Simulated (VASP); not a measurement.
# Ti2W (P-6m2) in VASP: further runs

The runs below take Ti2W through single point, with PBE.

Program: VASP 6.6.1. These are calculated values, not measurements. Logs are shortened: lines on timing, memory, paths and dates and some standing lists are left out, and cuts for length are marked.

### Step 1. The cell of the first run

Symmetry: P-6m2, No. 187, hexagonal system. The conventional cell has a = 2.801 Å, b = 2.801 Å, c = 13.496 Å, α = 90.00°, β = 90.00°, γ = 120.00°. Within 3.7 Å of Ti (site symmetry -6m2) lie 12 Ti at 2.77 to 2.80 Å. Ti (site symmetry -6m2) has 6 W at 2.77 Å and 6 Ti at 2.80 Å within 3.7 Å. Within 3.7 Å of Ti (site symmetry 3m) lie 3 W at 2.77 Å and 9 Ti at 2.77 to 2.80 Å. W (site symmetry 3m) has 6 Ti at 2.77 Å and 6 W at 2.80 Å within 3.7 Å.

### Step 2. Single point, PBE

INCAR reads:

```
SYSTEM = Ti2W
PREC = Accurate
ENCUT = 520
EDIFF = 1E-6
ISMEAR = 0
SIGMA = 0.1
LREAL = .False.
LASPH = .True.
NELM = 60
ALGO = Normal
ISIF = 2
LWAVE = .False.
LCHARG = .False.
GGA = PE
NBANDS = 47
```

KPOINTS reads:

```
Automatic mesh
0
Gamma
  6 6 2
  0 0 0
```

POSCAR reads:

```
Ti2W
1.0
    2.8012674400      0.0000000000      0.0000000000
   -1.4006337200      2.4259687700      0.0000000000
    0.0000000000      0.0000000000     13.4963671400
Ti W
4 2
Direct
    0.3333333300      0.6666666700      0.5000000000
    0.6666666700      0.3333333300      0.0000000000
    0.6666666700      0.3333333300      0.3333333300
    0.6666666700      0.3333333300      0.6666666700
    0.3333333300      0.6666666700      0.8333333300
    0.3333333300      0.6666666700      0.1666666700
```

Potentials or basis: VASP PAW PBE potentials, release 64 (Ti_sv, W_sv).

Started as:

```sh
$ cat potpaw_PBE.64/Ti_sv/POTCAR potpaw_PBE.64/W_sv/POTCAR > POTCAR
$ mpirun -np 1 vasp_std > vasp.out
```

OUTCAR:

```text
SYSTEM = Ti2W
   PREC = Accurate
   ENCUT = 520
   EDIFF = 1E-6
   ISMEAR = 0
   LREAL = .False.
   LASPH = .True.
   NELM = 60
   ISIF = 2
   GGA = PE

 ion  position               nearest neighbor table
   1  0.333  0.667  0.500-   3 2.77   4 2.77   3 2.77   4 2.77   3 2.77   4 2.77
   2  0.667  0.333  0.000-   5 2.77   6 2.77   5 2.77   6 2.77   5 2.77   6 2.77
   3  0.667  0.333  0.333-   6 2.77   6 2.77   6 2.77   1 2.77   1 2.77   1 2.77
   4  0.667  0.333  0.667-   5 2.77   5 2.77   5 2.77   1 2.77   1 2.77   1 2.77
   5  0.333  0.667  0.833-   4 2.77   4 2.77   4 2.77   2 2.77   2 2.77   2 2.77
   6  0.333  0.667  0.167-   3 2.77   3 2.77   3 2.77   2 2.77   2 2.77   2 2.77

  LATTYP: Found a hexagonal cell.
 ALAT       =     2.8012674400
 C/A-ratio  =     4.8179502418

  Lattice vectors:

 A1 = (   2.8012674400,   0.0000000000,   0.0000000000)
 A2 = (  -1.4006337200,   2.4259687700,   0.0000000000)
 A3 = (   0.0000000000,   0.0000000000,  13.4963671400)

Analysis of symmetry for initial positions (statically):
=====================================================================
 Subroutine PRICEL returns:
 Original cell was already a primitive cell.

 Routine SETGRP: Setting up the symmetry group for a
 hexagonal supercell.

 Subroutine GETGRP returns: Found 12 space group operations
 (whereof 12 operations were pure point group operations)
 out of a pool of 24 trial point group operations.

The static configuration has the point symmetry D_3h.

Analysis of symmetry for dynamics (positions and initial velocities):
=====================================================================
 Subroutine PRICEL returns:
 Original cell was already a primitive cell.

 Routine SETGRP: Setting up the symmetry group for a
 hexagonal supercell.

 Subroutine GETGRP returns: Found 12 space group operations
 (whereof 12 operations were pure point group operations)
 out of a pool of 24 trial point group operations.

The dynamic configuration has the point symmetry D_3h.

 Subroutine INISYM returns: Found 12 space group operations
 (whereof 12 operations are pure point group operations),
 and found     1 'primitive' translations

----------------------------------------------------------------------------------------

                                     Primitive cell

  volume of cell :      91.7184

  direct lattice vectors                    reciprocal lattice vectors
[... 86 lines left out ...]
   EDIFFG = 0.1E-04   stopping-criterion for IOM
   NSW    =      0    number of steps for IOM
   IBRION =     -1    ionic relax: 0-MD 1-quasi-New 2-CG
   NFREE  =      0    steps in history (QN), initial steepest desc. (CG)
   ISIF   =      2    stress and relaxation
   ISYM   =      2    0-nonsym 1-usesym 2-fastsym
   POTIM  = 0.5000    time-step for ionic-motion
   TEBEG  =    0.0;   TEEND  =   0.0 temperature during run
   PSTRESS=    0.0 pullay stress
   NELECT =      76.0000    total number of electrons
   NUPDOWN=      -1.0000    fix difference up-down
   EMIN   =  10.00;   EMAX   =-10.00  energy-range for DOS
   EFERMI =   0.00;   METHOD = LEGACY
   ISMEAR =     0;   SIGMA  =   0.10  broadening in eV -4-tet -1-fermi 0-gaus
   EFERMI_NEDOS =   21; number of points for ismear=-14 and -15
   IALGO  =     38    algorithm
   IMIX   =      4    mixing-type and parameters
     AMIX     =   0.40;   BMIX     =  1.00
     AMIX_MAG =   1.60;   BMIX_MAG =  1.00
  volume/ion in A,a.u.               =      15.29       103.16
  Fermi-wavevector in a.u.,A,eV,Ry     =   1.537661  2.905757 32.169615  2.364400
  Thomas-Fermi vector in A             =   2.644138
   LORBIT       =      0    0 simple, 1 ext, 2 COOP (PROOUT), +10 PAW based schemes
   GGA     = PE    functional components
   LHFCALC =     F    Hartree Fock is set to
   AEXX    =    0.0000 exact exchange contribution
   IVDW    =     0    specifies the selected vdW correction
   LEPSILON=     F    determine dielectric tensor
   LRPA    =     F    only Hartree local field effects (RPA)
 non-spin polarized calculation
 Gauss-broadening in eV      SIGMA  =   0.10
  energy-cutoff  :      520.00
  volume of cell :       91.72
 maximum number of plane-waves:      2508
 NGX is ok and might be reduce to    24
   NGX = 11   NGY = 11   NGZ = 51

 number of electron      75.9999998 magnetization

 Free energy of the ion-electron system (eV)
  ---------------------------------------------------
  ext. energy  EPLUGINS =         0.00000000
  ---------------------------------------------------
  free energy    TOTEN  =       -55.51904751 eV

  energy without entropy =      -55.48924155  energy(sigma->0) =      -55.50414453

 E-fermi :  10.3811     XC(G=0): -12.6962

 val. band max:       10.3649243244   @ k =   0.3333   0.0000   0.5000
 cond. band min:      10.3953531725   @ k =   0.5000   0.0000   0.5000
 fundamental gap:      0.0304288481
 Fermi energy:        10.3810638043

 k-point     1 :       0.0000    0.0000    0.0000
  band No.  band energies     occupation
      1     -63.1923      2.00000
      2     -63.1922      2.00000
      3     -46.2836      2.00000
      4     -46.2357      2.00000
      5     -46.1941      2.00000
      6     -46.0552      2.00000
[... 689 lines left out ...]
     46      12.1153      0.00000
     47      13.7404      0.00000

------------------------ aborting loop because EDIFF is reached ----------------------------------------

  FORCE on cell =-STRESS in cart. coord.  units (eV):
  Direction    XX          YY          ZZ          XY          YZ          ZX
  --------------------------------------------------------------------------------------
  -------------------------------------------------------------------------------------
  Total        9.3691610      9.3691610     12.7119601     -0.0000000      0.0000000      0.0000000
  in kB      163.6645504    163.6645510    222.0580082     -0.0000000      0.0000000      0.0000000
  external PRESSURE =     183.1290365 kB  Pullay stress =       0.0000000 kB

 VOLUME and BASIS-vectors are now :
 -----------------------------------------------------------------------------
  energy-cutoff  :      520.00
  volume of cell :       91.72
      direct lattice vectors                 reciprocal lattice vectors
     2.801267440  0.000000000  0.000000000     0.356981267  0.206103230  0.000000000
    -1.400633720  2.425968770  0.000000000     0.000000000  0.412206461  0.000000000
     0.000000000  0.000000000 13.496367140     0.000000000  0.000000000  0.074094013

 POSITION                                       TOTAL-FORCE (eV/Angst)
 -----------------------------------------------------------------------------------
     -0.00000      1.61731      6.74818        -0.000000      0.000000      0.000000
      1.40063      0.80866      0.00000        -0.000000     -0.000000      0.000000
      1.40063      0.80866      4.49879         0.000000      0.000000      0.278243
      1.40063      0.80866      8.99758        -0.000000      0.000000     -0.278243
     -0.00000      1.61731     11.24697         0.000000     -0.000000      0.080149
     -0.00000      1.61731      2.24939         0.000000     -0.000000     -0.080149
 -----------------------------------------------------------------------------------
    total drift:                               -0.000026      0.000015      0.000000

  FREE ENERGIE OF THE ION-ELECTRON SYSTEM (eV)
  ---------------------------------------------------
  free  energy   TOTEN  =       -55.5190475066 eV

  energy  without entropy=      -55.4892415461  energy(sigma->0) =      -55.50414453
```

stdout:

```text
POSCAR found type information on POSCAR TiW
 POSCAR found :  2 types and       6 ions
 scaLAPACK will be used
 LDA part: xc-table for (Slater+PW92), standard interpolation
 POSCAR, INCAR and KPOINTS ok, starting setup
 FFT: planning ... GRIDC
 FFT: planning ... GRID_SOFT
 FFT: planning ... GRID
 WAVECAR not read
 entering main loop
```

It took 58 s on 1 thread of Intel Xeon 6975P-C (Granite Rapids), shared host; peak memory 0.25 GiB.

What came out:

```yaml
Free_energy: -55.5190 eV
Pressure: 18.3 GPa
Largest_force: 0.278 eV/Å
Band_gap_on_the_k_mesh: zero (band 38 reaches 10.86 eV, above the bottom of band 39 at 10.11 eV)
```

Forces on the atoms (eV/Å):
```
Ti   0.000  0.000  0.000
Ti   0.000  0.000  0.000
Ti   0.000  0.000  0.278
Ti   0.000  0.000 -0.278
W    0.000  0.000  0.080
W    0.000  0.000 -0.080
```

Stress tensor (GPa, compression positive):
```
16.37  0.00  0.00
 0.00 16.37  0.00
 0.00  0.00 22.21
```

Caveat: the k points lie up to 0.43 Å⁻¹ apart; spin-orbit coupling is left out, which moves the levels of the heavy elements.

### Step 3. Single point, PBE

This run uses another cell than the first one, of 16.82 Å³/atom, 1.100 times its volume.

INCAR reads:

```
SYSTEM = Ti2W
  PREC = Accurate
  ENCUT = 520
  EDIFF = 1E-6
  ISMEAR = 0
  SIGMA = 0.1
  LREAL = .FALSE.
  LASPH = .TRUE.
  NELM = 80
  ALGO = Fast
  ISIF = 2
  LWAVE = .FALSE.
  LCHARG = .FALSE.
  GGA = PE
  NBANDS = 47
```

KPOINTS reads:

```
Automatic mesh
0
G
  6 6 2
  0 0 0
```

POSCAR reads:

```
Ti2W
1.0
    2.8545119404      0.0000000000      0.0000000000
   -1.4272559702      2.4720798558      0.0000000000
    0.0000000000      0.0000000000     14.2977499115
Ti W
4 2
Direct
    0.3333333333      0.6666666667      0.5000000000
    0.6666666667      0.3333333333      0.0000000000
    0.6666666667      0.3333333333      0.3327243630
    0.6666666667      0.3333333333      0.6672756370
    0.3333333333      0.6666666667      0.8338818695
    0.3333333333      0.6666666667      0.1661181305
```

Potentials or basis: VASP PAW PBE potentials, release 64 (Ti_sv, W_sv).

Started as:

```sh
$ cat potpaw_PBE.64/Ti_sv/POTCAR potpaw_PBE.64/W_sv/POTCAR > POTCAR
$ mpirun -np 1 vasp_std > vasp.out
```

Run time: 2 min. Hardware: 1 thread of Intel Xeon 6975P-C (Granite Rapids), shared host; peak memory 0.26 GiB.

Results (log left out):

| Item | Value |
| --- | --- |
| Free energy | -56.0541 eV |
| Pressure | -0.1 GPa |
| Band gap on the k mesh | zero (band 38 reaches 9.79 eV, above the bottom of band 39 at 8.90 eV) |

Levels at points of the mesh, in eV from the Fermi level:
```csv
k point,band 36,band 37,band 38,band 39,band 40,band 41
"(0.00, 0.00, 0.00)",-0.16,-0.05,-0.04,0.37,0.41,0.63
"(0.50, 0.00, 0.00)",-0.60,0.21,0.28,0.69,0.70,0.88
"(0.00, 0.00, 0.50)",-0.17,-0.17,0.07,0.19,0.38,0.63
"(0.50, 0.00, 0.50)",-0.99,0.33,0.61,0.66,0.79,0.91
```

Caveat: the k points lie up to 0.42 Å⁻¹ apart; spin-orbit coupling is left out, which moves the levels of the heavy elements.
